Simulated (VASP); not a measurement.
# Cu in VASP: a series of runs, part 2 of 2

VASP 6.6.1. The steps go on from the part before.

## (3) Single point, PBE

This run uses another cell than the first one: it holds 1 atom, not 3.

The input, INCAR:

```
SYSTEM = Cu
ALGO = Fast
EDIFF = 1E-7
ENCUT = 520
GGA = PE
ISIF = 2
ISMEAR = 0
LASPH = .True.
LCHARG = .False.
LREAL = .False.
LWAVE = .False.
NBANDS = 12
NELM = 100
PREC = Accurate
SIGMA = 0.1
```

The input, KPOINTS:

```
k-points
0
Gamma
  30 30 30
  0 0 0
```

The input, POSCAR:

```
Cu
1.0
   -1.2828770099      1.2828770099      1.8154622057
    1.2828770099     -1.2828770099      1.8154622057
    1.2828770099      1.2828770099     -1.8154622057
Cu
1
Direct
    0.0000000000      0.0000000000      0.0000000000
```

Potentials or basis: VASP PAW PBE potentials, release 64 (Cu).

The run is started by

```
> cat potpaw_PBE.64/Cu/POTCAR > POTCAR
> mpirun -np 1 vasp_std > vasp.out
```

OUTCAR:

```text
SYSTEM = Cu
   EDIFF = 1E-7
   ENCUT = 520
   GGA = PE
   ISIF = 2
   ISMEAR = 0
   LASPH = .True.
   LREAL = .False.
   NELM = 100
   PREC = Accurate

 ion  position               nearest neighbor table
   1  0.000  0.000  0.000-

  LATTYP: Found a body centered tetragonal cell.
 ALAT       =     2.5657540198
 C/A-ratio  =     1.4151490686

  Lattice vectors:

 A1 = (  -1.2828770099,   1.2828770099,   1.8154622057)
 A2 = (   1.2828770099,  -1.2828770099,   1.8154622057)
 A3 = (   1.2828770099,   1.2828770099,  -1.8154622057)

Analysis of symmetry for initial positions (statically):
=====================================================================
 Subroutine PRICEL returns:
 Original cell was already a primitive cell.

 Routine SETGRP: Setting up the symmetry group for a
 body centered tetragonal supercell.

 Subroutine GETGRP returns: Found 16 space group operations
 (whereof 16 operations were pure point group operations)
 out of a pool of 16 trial point group operations.

The static configuration has the point symmetry D_4h.

[... 168 lines left out ...]
      1      -1.8220      2.00000
      2       4.4447      2.00000
      3       4.4478      2.00000
      4       4.4478      2.00000
      5       5.2520      2.00000
      6       5.2551      2.00000
      7      29.9384      0.00000
      8      32.4890      0.00000
      9      32.4913      0.00000
     10      32.4913      0.00000
     11      34.9724      0.00000
     12      34.9740      0.00000
[... 331 lines left out ...]
 k-point    24 :       0.2667    0.0333    0.0000
  band No.  band energies     occupation
      1       0.7401      2.00000
      2       4.2060      2.00000
      3       4.5787      2.00000
      4       4.5917      2.00000
      5       5.3380      2.00000
      6       5.4792      2.00000
      7      18.4946      0.00000
      8      28.1607      0.00000
      9      30.2031      0.00000
     10      30.9435      0.00000
     11      34.2327      0.00000
     12      35.3219      0.00000

 [... further k-points ...]

------------------------ aborting loop because EDIFF is reached ----------------------------------------

  FORCE on cell =-STRESS in cart. coord.  units (eV):
  Direction    XX          YY          ZZ          XY          YZ          ZX
  --------------------------------------------------------------------------------------
  -------------------------------------------------------------------------------------
  Total        0.0359021      0.0359021      0.0332411      0.0000000     -0.0000000     -0.0000000
  in kB        4.8129724      4.8129724      4.4562375      0.0000000     -0.0000000     -0.0000000
  external PRESSURE =       4.6940608 kB  Pullay stress =       0.0000000 kB

 VOLUME and BASIS-vectors are now :
 -----------------------------------------------------------------------------
  energy-cutoff  :      520.00
  volume of cell :       11.95
      direct lattice vectors                 reciprocal lattice vectors
    -1.282877010  1.282877010  1.815462206     0.000000000  0.389748975  0.275411958
     1.282877010 -1.282877010  1.815462206     0.389748975  0.000000000  0.275411958
     1.282877010  1.282877010 -1.815462206     0.389748975  0.389748975  0.000000000

 POSITION                                       TOTAL-FORCE (eV/Angst)
 -----------------------------------------------------------------------------------
      0.00000      0.00000      0.00000         0.000000      0.000000      0.000000
 -----------------------------------------------------------------------------------
    total drift:                                0.000000     -0.000000      0.000000

  FREE ENERGIE OF THE ION-ELECTRON SYSTEM (eV)
  ---------------------------------------------------
  free  energy   TOTEN  =        -3.7288288247 eV

  energy  without entropy=       -3.7276124547  energy(sigma->0) =       -3.72822064
```

OSZICAR:

```text
N       E                     dE             d eps       ncg     rms          rms(c)
DAV:   1     0.427463907589E+02    0.42746E+02   -0.53771E+03 52872   0.153E+03
DAV:   2    -0.326844759883E+01   -0.46015E+02   -0.42469E+02 49380   0.203E+02
DAV:   3    -0.461839894179E+01   -0.13500E+01   -0.13391E+01 55852   0.401E+01
DAV:   4    -0.462690411253E+01   -0.85052E-02   -0.85040E-02 54064   0.281E+00
DAV:   5    -0.462698493145E+01   -0.80819E-04   -0.80818E-04 56708   0.278E-01    0.766E+00
RMM:   6    -0.408746259066E+01    0.53952E+00   -0.32113E+00 59763   0.333E+01    0.443E+00
RMM:   7    -0.374189496864E+01    0.34557E+00   -0.48303E-01 59399   0.125E+01    0.978E-01
RMM:   8    -0.372998834662E+01    0.11907E-01   -0.11606E-02 61112   0.115E+00    0.263E-01
RMM:   9    -0.372877404910E+01    0.12143E-02   -0.26089E-03 62610   0.935E-01    0.271E-02
RMM:  10    -0.372881928384E+01   -0.45235E-04   -0.44378E-04 63564   0.279E-01    0.133E-02
RMM:  11    -0.372882756671E+01   -0.82829E-05   -0.67261E-05 68135   0.896E-02    0.918E-03
RMM:  12    -0.372882892903E+01   -0.13623E-05   -0.94783E-06 66081   0.348E-02    0.279E-03
RMM:  13    -0.372882903526E+01   -0.10623E-06   -0.15754E-06 59969   0.123E-02    0.118E-03
RMM:  14    -0.372882888496E+01    0.15029E-06   -0.22330E-07 46980   0.521E-03    0.721E-04
RMM:  15    -0.372882882475E+01    0.60219E-07   -0.47981E-08 37589   0.337E-03
   1 F= -.37288288E+01 E0= -.37282206E+01  d E =-.121637E-02
```

Run time: 2.1 min. Hardware: 1 thread of Intel Xeon 6975P-C (Granite Rapids), shared host; peak memory 0.37 GiB.

What came out:

```yaml
Free_energy: -3.7288 eV
Pressure: 0.5 GPa
Band_gap_on_the_k_mesh: zero (an odd number of electrons rules out a gap without spin polarisation)
```
